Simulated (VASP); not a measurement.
## P: single point with PBEsol

Crystal: P.

```
P
1.0
     1.74298    1.00631    3.12968
    -1.74298    1.00631    3.12968
     0.00000   -2.01262    3.12968
P
2
Direct
  0.77292 0.77292 0.77292
  0.22708 0.22708 0.22708
```

| Quantity | Value |
| --- | --- |
| Program | VASP 6.6.1 |
| Task | single point |
| Functional | PBEsol |
| Potentials or basis | VASP PAW PBE potentials, release 64 (P) |
| Cutoff | 520 eV |
| k mesh | 8 × 8 × 8 |
| Occupations | fermi-dirac, width 0.05 eV |
| Spin | no spin polarisation |
| Dipole correction | no |
| Further INCAR settings | ALGO = Normal; EDIFF = 1e-06; NBANDS = 12 |

```
Pressure               : -3.3 GPa
Largest force          : 0.085 eV/Å
Band gap on the k mesh : zero (bands 5 and 6 overlap by 0.43 eV)
```

Forces on the atoms (eV/Å):
```
P    0.000  0.000 -0.085
P    0.000  0.000  0.085
```

Stress tensor (GPa, compression positive):
```
-3.27  0.00  0.00
 0.00 -3.27  0.00
 0.00  0.00 -3.36
```

Levels at points of the mesh, in eV from the Fermi level:
```
           k point  band 3  band 4  band 5  band 6  band 7  band 8
(0.00, 0.00, 0.00)   -3.04   -2.93   -2.93    1.25    2.56    2.56
(0.50, 0.00, 0.00)   -3.82   -3.30   -0.68   -0.32    0.13    0.48
(0.50, 0.50, 0.00)   -6.82   -5.41   -5.31    0.03    5.99    7.30
(0.50, 0.50, 0.50)   -2.84   -2.84   -0.22   -0.22   -0.11    2.12
```

Run time: 36 s on 1 thread of Intel Xeon 8259CL, with other jobs on the host, peak memory 0.16 GiB.

Caveat: the cell stands under tension; the PAW data sets were made with another functional, which shifts forces and pressure a little.
